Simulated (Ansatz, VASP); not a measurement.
**Sn3Te: VASP beside Ansatz**

```
Sn Te
1.0
    -3.21995    3.21995    3.21995
     3.21995   -3.21995    3.21995
     3.21995    3.21995   -3.21995
Sn Te
3 1
Cartesian
  3.2200 0.0000 0.0000
  0.0000 3.2200 0.0000
  0.0000 0.0000 3.2200
  0.0000 0.0000 0.0000
```

Alike in both runs: task relaxation of cell and atoms; functional PBE; k mesh 4 × 4 × 4; occupations gaussian, width 0.1 eV; no spin polarisation.

```csv
,VASP,Ansatz
version,VASP 6.6.1,Ansatz 0.2.0
potentials or method,"VASP PAW PBE potentials, release 64 (Sn_d, Te), cutoff 600 eV","scalar-relativistic, plane waves, PAW"
valence electrons in the cell,48,58
```

|  | VASP | Ansatz | Ansatz less VASP |
| --- | --- | --- | --- |
| gap on the k mesh at the Fermi level, each at its own relaxed structure (eV) | none | none | - |
| relaxed volume (Å³/atom) | 30.68 | 30.77 | +0.086 |
| relaxed cell length with the largest relative difference (Å) | 5.422 | 5.427 | +0.0051 |

A gap of «none» marks a metal or a gap that the smearing closes. VASP's potentials hold 48 valence electrons a cell and Ansatz's 58, so a difference there can come from the potentials and not from the codes.

Spin-orbit coupling is off throughout.
